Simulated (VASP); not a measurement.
SiAs4, 5 atoms in the cell. Symmetry: P-3m1, No. 164, trigonal system. Conventional cell: a = 3.549 Å, b = 3.549 Å, c = 9.548 Å, α = 90.00°, β = 90.00°, γ = 120.00°. Si (site symmetry -3m) has 6 As at 2.54 Å within 3.4 Å. As (site symmetry 3m) has 3 Si at 2.54 Å and 3 As at 3.26 Å within 3.4 Å. As (site symmetry 3m) has 6 As at 2.52 to 3.26 Å within 3.3 Å. The cell was built from a structure type or drawn by symmetry, and may not be a known phase.

```yaml
Program: VASP 6.6.1
Task: relaxation of cell and atoms
Functional: PBE
Potentials_or_basis: VASP PAW PBE potentials, release 64 (Si, As)
Cutoff: 600 eV
k_mesh: 12 × 12 × 4
Occupations: gaussian, width 0.1 eV
Spin: no spin polarisation
Dipole_correction: no
Further_INCAR_settings: ALGO = Normal; EDIFF = 1e-06; IBRION = 2; EDIFFG = -0.01; NSW = 100; ISIF = 3
```

Potentials or basis: VASP PAW PBE potentials, release 64 (Si, As).

The run is started by

```sh
$ cat potpaw_PBE.64/Si/POTCAR potpaw_PBE.64/As/POTCAR > POTCAR
$ mpirun -np 1 vasp_std > vasp.out
```

Hardware: 1 thread of Intel(R) Xeon(R) 6975P-C (Granite Rapids), on a shared host.

**Question.** Estimate the wall time of this run.

**Answer.** It took 15 min on 1 thread of Intel(R) Xeon(R) 6975P-C (Granite Rapids), with other jobs on the host, peak memory 0.34 GiB. Counts: scf iterations 164, k points 69, ion steps 30.
